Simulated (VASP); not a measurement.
## GaN: single point with PBE

GaN:

```xyz
4
Lattice="2.9672 0.0000 0.0000 -1.4836 2.5697 0.0000 0.0000 0.0000 5.0329" Properties=species:S:1:pos:R:3 pbc="T T T"
Ga    0.0000    0.0000    0.0000
Ga    0.0000    0.0000    2.5165
N     0.0000    1.7131    1.2582
N     1.4836    0.8566    3.7747
```

```yaml
Program: VASP 6.6.1
Task: single point
Functional: PBE
Potentials_or_basis: VASP PAW PBE potentials, release 64 (Ga_d, N)
Cutoff: 520 eV
k_mesh: 12 × 12 × 6
Occupations: gaussian, width 0.01 eV
Spin: no spin polarisation
```

```
Pressure               : 9.0 GPa
Band gap on the k mesh : 1.32 eV (least direct gap 1.77 eV)
```

Stress tensor (GPa, compression positive):
```
8.53 0.00 0.00
0.00 8.53 0.00
0.00 0.00 9.93
```

Levels at points of the mesh, in eV from the valence-band top:
```csv
k point,band 16,band 17,band 18,band 19,band 20,band 21
"(0.00, 0.00, 0.00)",-0.56,-0.11,-0.11,1.66,4.61,9.25
"(0.50, 0.00, 0.00)",-2.88,-2.83,-0.25,3.66,5.00,5.21
"(0.00, 0.00, 0.50)",-0.31,-0.31,-0.31,4.36,4.36,9.27
"(0.50, 0.00, 0.50)",-2.21,-1.74,-1.74,3.01,3.01,8.04
```

Wall time 71 s on 1 thread of AMD EPYC 7R43 64-Core Processor (Zen 3), on a shared host, peak memory 0.16 GiB.

Caveat: the cell stands under pressure. A k mesh can miss the band edges.
